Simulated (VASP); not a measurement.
A run of VASP 6.6.1 is set up as follows.

File INCAR:

```
ALGO = Normal ; EDIFF = 1E-6
ENCUT = 520 ; GGA = PE
ISIF = 2 ; ISMEAR = 0
LASPH = True ; LCHARG = False
LREAL = False ; LWAVE = False
NBANDS = 36 ; NELM = 100
PREC = Accurate ; SIGMA = 0.1
```

File KPOINTS:

```
k-points
0
Gamma
  3 3 6
```

POSCAR

```
Cd3SeS2
1.0
    6.5899317100      0.0000000000      0.0000000000
   -3.2949658600      5.7070482700      0.0000000000
    0.0000000000      0.0000000000      3.7014753500
Cd Se S
3 1 2
Direct
    0.5000000000      0.0000000000      0.5000000000
    0.5000000000      0.5000000000      0.5000000000
    0.0000000000      0.5000000000      0.5000000000
    0.0000000000      0.0000000000      0.0000000000
    0.3333333300      0.6666666700      0.0000000000
    0.6666666700      0.3333333300      0.0000000000
```

Potentials or basis: VASP PAW PBE potentials, release 64 (Cd, Se, S).

Run with:

```sh
$ cat potpaw_PBE.64/Cd/POTCAR potpaw_PBE.64/Se/POTCAR potpaw_PBE.64/S/POTCAR > POTCAR
$ mpirun -np 1 vasp_std > vasp.out
```

Q: Estimate the pressure.

A: 2.1 GPa.

Q: What does it give for the band gap on the k mesh?

A: Zero (band 27 reaches 3.55 eV, above the bottom of band 28 at 2.78 eV).

Stress tensor (GPa, compression positive):
```
 4.13  0.00  0.00
 0.00  4.13  0.00
 0.00  0.00 -1.80
```

Caveat: the k points lie up to 0.37 Å⁻¹ apart.
